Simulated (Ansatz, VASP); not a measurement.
## One calculation of MgCd2Se3, two programs

The input POSCAR:

```
MgCd2Se3
1.0
    4.3424621425      0.0000000000      0.0000000000
   -2.1712310712      3.7606825304      0.0000000000
    0.0000000000      0.0000000000     21.1685874698
Mg Cd Se
2 4 6
Direct
    0.6666666667      0.3333333333      0.3318167839
    0.3333333333      0.6666666667      0.8318167839
    0.6666666667      0.3333333333      0.9984631241
    0.6666666667      0.3333333333      0.6688705162
    0.3333333333      0.6666666667      0.1688705162
    0.3333333333      0.6666666667      0.4984631241
    0.6666666667      0.3333333333      0.1252813192
    0.6666666667      0.3333333333      0.4548869941
    0.6666666667      0.3333333333      0.7956812625
    0.3333333333      0.6666666667      0.2956812625
    0.3333333333      0.6666666667      0.6252813192
    0.3333333333      0.6666666667      0.9548869941
```

Contents of INCAR.step1:

```
PREC     = Accurate       # precision mode
ENCUT    = 520            # plane-wave cutoff, eV
ISMEAR   = 0              # smearing method
SIGMA    = 0.02           # smearing width, eV
LREAL    = F              # projectors in reciprocal space
LASPH    = T              # aspherical terms in the spheres
NELM     = 60             # most SCF steps
NBANDS   = 56             # bands
GGA      = PE             # functional
ALGO     = Normal         # electronic algorithm
EDIFF    = 1E-4           # SCF threshold, eV
LWAVE    = T              # write WAVECAR
LCHARG   = F              # write CHGCAR
```

File INCAR.step2:

```
PREC     = Accurate       # precision mode
ENCUT    = 520            # plane-wave cutoff, eV
EDIFF    = 1E-6           # SCF threshold, eV
ISMEAR   = 0              # smearing method
SIGMA    = 0.02           # smearing width, eV
LREAL    = F              # projectors in reciprocal space
LASPH    = T              # aspherical terms in the spheres
NELM     = 60             # most SCF steps
ALGO     = Normal         # electronic algorithm
ISIF     = 2              # what is computed and relaxed
LWAVE    = F              # write WAVECAR
LCHARG   = F              # write CHGCAR
METAGGA  = R2SCAN         # meta-GGA
LMIXTAU  = T            
NBANDS   = 56             # bands
ISTART   = 1
```

KPOINTS

```
regular mesh
0
Gamma
  6 6 2
```

Input for Ansatz:

```yaml
crystal:
  lattice:
    - [4.3424621425, 0.0, 0.0]
    - [-2.1712310712, 3.7606825304, 0.0]
    - [0.0, 0.0, 21.1685874698]
  atoms:
    - { symbol: Mg, position: [0.6666666667, 0.3333333333, 0.3318167839] }
    - { symbol: Mg, position: [0.3333333333, 0.6666666667, 0.8318167839] }
    - { symbol: Cd, position: [0.6666666667, 0.3333333333, 0.9984631241] }
    - { symbol: Cd, position: [0.6666666667, 0.3333333333, 0.6688705162] }
    - { symbol: Cd, position: [0.3333333333, 0.6666666667, 0.1688705162] }
    - { symbol: Cd, position: [0.3333333333, 0.6666666667, 0.4984631241] }
    - { symbol: Se, position: [0.6666666667, 0.3333333333, 0.1252813192] }
    - { symbol: Se, position: [0.6666666667, 0.3333333333, 0.4548869941] }
    - { symbol: Se, position: [0.6666666667, 0.3333333333, 0.7956812625] }
    - { symbol: Se, position: [0.3333333333, 0.6666666667, 0.2956812625] }
    - { symbol: Se, position: [0.3333333333, 0.6666666667, 0.6252813192] }
    - { symbol: Se, position: [0.3333333333, 0.6666666667, 0.9548869941] }
basis:
  ecutwfc: 500
kpoints:
  mp_grid: { grid: [6, 6, 2] }
  band_path:
    path:
      - [[0.0, 0.0, 0.0], [0.5, 0.0, 0.0], [0.33333333, 0.33333333, 0.0], [0.0, 0.0, 0.0], [0.0, 0.0, 0.5], [0.5, 0.0, 0.5], [0.33333333, 0.33333333, 0.5], [0.0, 0.0, 0.5]]
      - [[0.5, 0.0, 0.5], [0.5, 0.0, 0.0]]
      - [[0.33333333, 0.33333333, 0.5], [0.33333333, 0.33333333, 0.0]]
    npoints: 10
hamiltonian:
  xc: r2scan
scf:
  occupations: { method: gaussian, width: 0.02 }
  n_extra_bands: 30
output:
  forces: true
  stress: true
  eigenvalues: true
  populations: true
  dos: { projected: true, de: 0.02, nscf_kmesh: { grid: [9, 9, 3] } }
  bader: false
  write_density: true
  write_potential: true
  elf: true
  volumetric_format: npy
```

Alike in both runs: task single point; functional r2SCAN; k mesh 6 × 6 × 2; occupations gaussian, width 0.02 eV; no spin polarisation.

```csv
,VASP,Ansatz
version,VASP 6.6.1,Ansatz 0.2.0
potentials or method,"VASP PAW PBE potentials, release 64 (Mg, Cd, Se), cutoff 520 eV","scalar-relativistic, plane waves, PAW"
valence electrons in the cell,88,196
```

Ansatz gave:

* gap on the k mesh at the Fermi level (eV): 1.52
* least direct gap on the mesh (eV): 1.52
* pressure (GPa): -1.3
* rms of the force components (eV/Å): 0.011

Q: What did VASP give for the same quantities?

A: gap on the k mesh at the Fermi level (eV): 1.51; least direct gap on the mesh (eV): 1.51; pressure (GPa): -1.3; rms of the force components (eV/Å): 0.007.

VASP's potentials were made for PBE, not for r2SCAN. Atom by atom the forces differ by 0.013 eV/Å (rms over components). VASP's potentials hold 88 valence electrons a cell and Ansatz's 196, so a difference there can come from the potentials and not from the codes. Ansatz's warnings: k point list ram cut.
